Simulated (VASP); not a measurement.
# TaN (P6_3mc) in VASP: notebook, part 3 of 3

VASP 6.6.1.

### 5 Single point, PBE

Input file INCAR:

```
SYSTEM = TaN
PREC = Accurate ; ENCUT = 520
EDIFF = 1E-6 ; ISMEAR = 1
SIGMA = 0.2 ; LREAL = .FALSE.
LASPH = .TRUE. ; NELM = 60
ALGO = Normal ; ISIF = 2
LWAVE = .FALSE. ; LCHARG = .FALSE.
GGA = PE ; NBANDS = 24
```

Input file KPOINTS:

```
regular mesh
0
G
  15 15 8
  0 0 0
```

Input file POSCAR:

```
TaN
1.0
    3.0500010905      0.0000000000      0.0000000000
   -1.5250005453      2.6413784260      0.0000000000
    0.0000000000      0.0000000000      4.9400000000
Ta N
2 2
Direct
    0.3333333333      0.6666666667      0.0000000000
    0.6666666667      0.3333333333      0.5000000000
    0.3333333333      0.6666666667      0.3850000000
    0.6666666667      0.3333333333      0.8850000000
```

Potentials or basis: VASP PAW PBE potentials, release 64 (Ta_pv, N).

Run with:

```sh
$ cat potpaw_PBE.64/Ta_pv/POTCAR potpaw_PBE.64/N/POTCAR > POTCAR
$ mpirun -np 1 vasp_std > vasp.out
```

OUTCAR:

```text
SYSTEM = TaN
   PREC = Accurate
   ENCUT = 520
   EDIFF = 1E-6
   ISMEAR = 1
   LREAL = .FALSE.
   LASPH = .TRUE.
   NELM = 60
   ISIF = 2
   GGA = PE

 ion  position               nearest neighbor table
   1  0.333  0.667  0.000-   4 1.85   4 1.85   4 1.85   3 1.90   2 3.03   2 3.03   2 3.03   2 3.03
                             2 3.03   2 3.03
   2  0.667  0.333  0.500-   3 1.85   3 1.85   3 1.85   4 1.90   1 3.03   1 3.03   1 3.03   1 3.03
                             1 3.03   1 3.03
   3  0.333  0.667  0.385-   2 1.85   2 1.85   2 1.85   1 1.90
   4  0.667  0.333  0.885-   1 1.85   1 1.85   1 1.85   2 1.90

  LATTYP: Found a hexagonal cell.
 ALAT       =     3.0500010905
 C/A-ratio  =     1.6196715520

  Lattice vectors:

 A1 = (   3.0500010905,   0.0000000000,   0.0000000000)
 A2 = (  -1.5250005453,   2.6413784260,   0.0000000000)
 A3 = (   0.0000000000,   0.0000000000,   4.9400000000)

Analysis of symmetry for initial positions (statically):
=====================================================================
 Subroutine PRICEL returns:
 Original cell was already a primitive cell.

 Routine SETGRP: Setting up the symmetry group for a
[... 176 lines left out ...]

 val. band max:        9.7928430159   @ k =   0.4667   0.0667   0.0000
 cond. band min:       9.8117162631   @ k =   0.2000   0.0667   0.3750
 fundamental gap:      0.0188732471
 Fermi energy:         9.8113192582

 k-point     1 :       0.0000    0.0000    0.0000
  band No.  band energies     occupation
      1     -26.3332      2.00000
      2     -25.2251      2.00000
      3     -25.2251      2.00000
      4     -25.0340      2.00000
      5     -25.0340      2.00000
      6     -24.9782      2.00000
[... 637 lines left out ...]
     23      16.8261      0.00000
     24      17.4050      0.00000

 [... further k-points ...]

------------------------ aborting loop because EDIFF is reached ----------------------------------------

  FORCE on cell =-STRESS in cart. coord.  units (eV):
  Direction    XX          YY          ZZ          XY          YZ          ZX
  --------------------------------------------------------------------------------------
  -------------------------------------------------------------------------------------
  Total       36.9684370     36.9684370     30.5809844     -0.0000000     -0.0000000      0.0000000
  in kB     1488.2781347   1488.2781347   1231.1315871     -0.0000000     -0.0000000      0.0000000
  external PRESSURE =    1402.5626188 kB  Pullay stress =       0.0000000 kB

 VOLUME and BASIS-vectors are now :
 -----------------------------------------------------------------------------
  energy-cutoff  :      520.00
  volume of cell :       39.80
      direct lattice vectors                 reciprocal lattice vectors
     3.050001090  0.000000000  0.000000000     0.327868735  0.189295103  0.000000000
    -1.525000545  2.641378426  0.000000000     0.000000000  0.378590205  0.000000000
     0.000000000  0.000000000  4.940000000     0.000000000  0.000000000  0.202429150

 POSITION                                       TOTAL-FORCE (eV/Angst)
 -----------------------------------------------------------------------------------
     -0.00000      1.76092      0.00000         0.000000     -0.000000      2.394063
      1.52500      0.88046      2.47000         0.000000     -0.000000      2.394063
     -0.00000      1.76092      1.90190         0.000000     -0.000000     -2.394063
      1.52500      0.88046      4.37190        -0.000000      0.000000     -2.394063
 -----------------------------------------------------------------------------------
    total drift:                               -0.000000      0.000000      0.001003

  FREE ENERGIE OF THE ION-ELECTRON SYSTEM (eV)
  ---------------------------------------------------
  free  energy   TOTEN  =       -37.6719529032 eV

  energy  without entropy=      -37.6738420300  energy(sigma->0) =      -37.67258261
```

OSZICAR:

```text
N       E                     dE             d eps       ncg     rms          rms(c)
DAV:   1     0.291236448309E+03    0.29124E+03   -0.17800E+04  6480   0.144E+03
DAV:   2    -0.306026073161E+02   -0.32184E+03   -0.30663E+03  7728   0.428E+02
DAV:   3    -0.447818578522E+02   -0.14179E+02   -0.14019E+02  8104   0.894E+01
DAV:   4    -0.449085870241E+02   -0.12673E+00   -0.12660E+00  7296   0.904E+00
DAV:   5    -0.449098832880E+02   -0.12963E-02   -0.12961E-02  8176   0.794E-01    0.600E+01
DAV:   6    -0.377706725400E+02    0.71392E+01   -0.24103E+01  7616   0.385E+01    0.254E+01
DAV:   7    -0.377097877265E+02    0.60885E-01   -0.94125E-01  6816   0.780E+00    0.137E+01
DAV:   8    -0.376764837882E+02    0.33304E-01   -0.49986E-02  8040   0.160E+00    0.160E+00
DAV:   9    -0.376718779879E+02    0.46058E-02   -0.12299E-02  7704   0.821E-01    0.133E-01
DAV:  10    -0.376719588884E+02   -0.80901E-04   -0.57414E-04  7648   0.194E-01    0.307E-02
DAV:  11    -0.376719530837E+02    0.58047E-05   -0.15784E-05  7920   0.331E-02    0.135E-02
DAV:  12    -0.376719529032E+02    0.18052E-06   -0.23803E-06  5936   0.147E-02
   1 F= -.37671953E+02 E0= -.37672583E+02  d E =0.188913E-02
```

stdout:

```text
POSCAR found type information on POSCAR TaN
 POSCAR found :  2 types and       4 ions
 scaLAPACK will be used
 LDA part: xc-table for (Slater+PW92), standard interpolation
 POSCAR, INCAR and KPOINTS ok, starting setup
 FFT: planning ... GRIDC
 FFT: planning ... GRID_SOFT
 FFT: planning ... GRID
 WAVECAR not read
 entering main loop
```

Wall time 36 s (1 thread of Intel Xeon 6975P-C (Granite Rapids), shared host); peak memory 0.24 GiB.

What came out:

```
Free energy            : -37.6720 eV
Pressure               : 140.3 GPa
Largest force          : 2.394 eV/Å
Band gap on the k mesh : zero (band 16 reaches 11.00 eV, above the bottom of band 17 at 8.14 eV)
```

Forces on the atoms (eV/Å):
```
Ta   0.000  0.000  2.394
Ta   0.000  0.000  2.394
N    0.000  0.000 -2.394
N    0.000  0.000 -2.394
```

Caveat: spin-orbit coupling is left out, which moves the levels of the heavy elements; forces of over 1 eV/Å act on the atoms, so gaps and moduli don't describe the material at rest.

### 6 Single point, PBE

Input file INCAR:

```
PREC = Accurate ; ENCUT = 520
EDIFF = 1E-6 ; ISMEAR = 1
SIGMA = 0.5 ; LREAL = F
LASPH = T ; NELM = 60
ALGO = Normal ; ISIF = 2
LWAVE = F ; LCHARG = T
GGA = PE ; LELF = T
LVHAR = T ; NBANDS = 24
```

Input file KPOINTS:

```
Automatic mesh
0
Gamma
  15 15 8
```

POSCAR is that of step 5.

Potentials or basis: VASP PAW PBE potentials, release 64 (Ta_pv, N).

Run with:

```sh
$ cat potpaw_PBE.64/Ta_pv/POTCAR potpaw_PBE.64/N/POTCAR > POTCAR
$ mpirun -np 1 vasp_std > vasp.out
```

OUTCAR:

```text
PREC = Accurate
   ENCUT = 520
   EDIFF = 1E-6
   ISMEAR = 1
   LREAL = F
   LASPH = T
   NELM = 60
   ISIF = 2
   GGA = PE

 ion  position               nearest neighbor table
   1  0.333  0.667  0.000-   4 1.85   4 1.85   4 1.85   3 1.90   2 3.03   2 3.03   2 3.03   2 3.03
                             2 3.03   2 3.03
   2  0.667  0.333  0.500-   3 1.85   3 1.85   3 1.85   4 1.90   1 3.03   1 3.03   1 3.03   1 3.03
                             1 3.03   1 3.03
   3  0.333  0.667  0.385-   2 1.85   2 1.85   2 1.85   1 1.90
   4  0.667  0.333  0.885-   1 1.85   1 1.85   1 1.85   2 1.90
[... 853 lines left out ...]
  --------------------------------------------------------------------------------------
  -------------------------------------------------------------------------------------
  Total       36.9694234     36.9694234     30.5137423     -0.0000000     -0.0000000      0.0000000
  in kB     1488.3178451   1488.3178452   1228.4245497     -0.0000000     -0.0000000      0.0000000
  external PRESSURE =    1401.6867466 kB  Pullay stress =       0.0000000 kB

 VOLUME and BASIS-vectors are now :
 -----------------------------------------------------------------------------
  energy-cutoff  :      520.00
  volume of cell :       39.80
      direct lattice vectors                 reciprocal lattice vectors
     3.050001090  0.000000000  0.000000000     0.327868735  0.189295103  0.000000000
    -1.525000545  2.641378426  0.000000000     0.000000000  0.378590205  0.000000000
     0.000000000  0.000000000  4.940000000     0.000000000  0.000000000  0.202429150

 POSITION                                       TOTAL-FORCE (eV/Angst)
 -----------------------------------------------------------------------------------
     -0.00000      1.76092      0.00000         0.000000     -0.000000      2.398761
      1.52500      0.88046      2.47000        -0.000000      0.000000      2.398761
     -0.00000      1.76092      1.90190         0.000000      0.000000     -2.398761
      1.52500      0.88046      4.37190        -0.000000      0.000000     -2.398761
 -----------------------------------------------------------------------------------
    total drift:                               -0.000000      0.000000      0.000851

  FREE ENERGIE OF THE ION-ELECTRON SYSTEM (eV)
  ---------------------------------------------------
  free  energy   TOTEN  =       -37.6664668590 eV

  energy  without entropy=      -37.6817050143  energy(sigma->0) =      -37.67154624
```

It took 35 s on 1 thread of Intel Xeon 6975P-C (Granite Rapids), shared host; peak memory 0.24 GiB.

What came out:

| Quantity | Value |
| --- | --- |
| Free energy | -37.6665 eV |
| Pressure | 140.2 GPa |
| Largest force | 2.399 eV/Å |
| Band gap on the k mesh | zero (band 16 reaches 11.00 eV, above the bottom of band 17 at 8.14 eV) |

Forces in eV/Å, atoms in the order of the input:
```
Ta   0.000  0.000  2.399
Ta   0.000  0.000  2.399
N    0.000  0.000 -2.399
N    0.000  0.000 -2.399
```

Caveat: spin-orbit coupling is left out, which moves the levels of the heavy elements; forces of over 1 eV/Å act on the atoms, so gaps and moduli don't describe the material at rest.

### 7 Summary

```csv
smearing,gap on the mesh (eV),pressure (GPa),largest force (eV/Å)
methfessel-paxton 0.1 eV,none,140.2,2.39
methfessel-paxton 0.5 eV,none,140.2,2.40
methfessel-paxton 0.2 eV,none,140.3,2.39
```

Alike in all rows: task single point; level PBE; potentials or basis VASP PAW PBE potentials, release 64 (Ta_pv, N); no spin polarisation; cell as given; k mesh 15 × 15 × 8; cutoff (eV) 520.

Every run on the cell as given and a fine mesh finds a metal.

Caveats: spin-orbit coupling is left out, which moves the levels of the heavy elements; forces of over 1 eV/Å act on the atoms, so gaps and moduli don't describe the material at rest.

Total energies depend on the potentials used, so only differences within one code and one set of settings carry meaning.
